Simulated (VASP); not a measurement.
The system is BAs.

```
B As
1.0
     0.00000    2.39187    2.33877
     2.39187    0.00000    2.33877
     2.39187    2.39187    0.00000
B As
1 1
Direct
  0.00000 0.00000 0.00000
  0.25000 0.25000 0.25000
```

This cell differs from its parent crystal: uniaxial z strain -2.2%.

Program: VASP 6.6.1. Alike in all runs: task single point; potentials or basis VASP PAW PBE potentials, release 64 (B, As); no spin polarisation; cell as given.

**Question.** Order these runs on this cell by their band gap on the k mesh, lowest first.
A. level PBE; k mesh 10 × 10 × 10; cutoff (eV) 500; smearing fermi-dirac 0.02 eV
B. level HSE06; k mesh 6 × 6 × 6; cutoff (eV) 420; smearing gaussian 0.01 eV; grid for exact exchange (PRECFOCK) Normal; share of exact exchange 0.25; screening parameter 0.2079 1/Å
C. level r2SCAN; k mesh 10 × 10 × 10; cutoff (eV) 550; smearing gaussian 0.01 eV

**Answer.** A (0.82 eV), C (0.99 eV), B (1.58 eV).

A k mesh can miss the band edges.
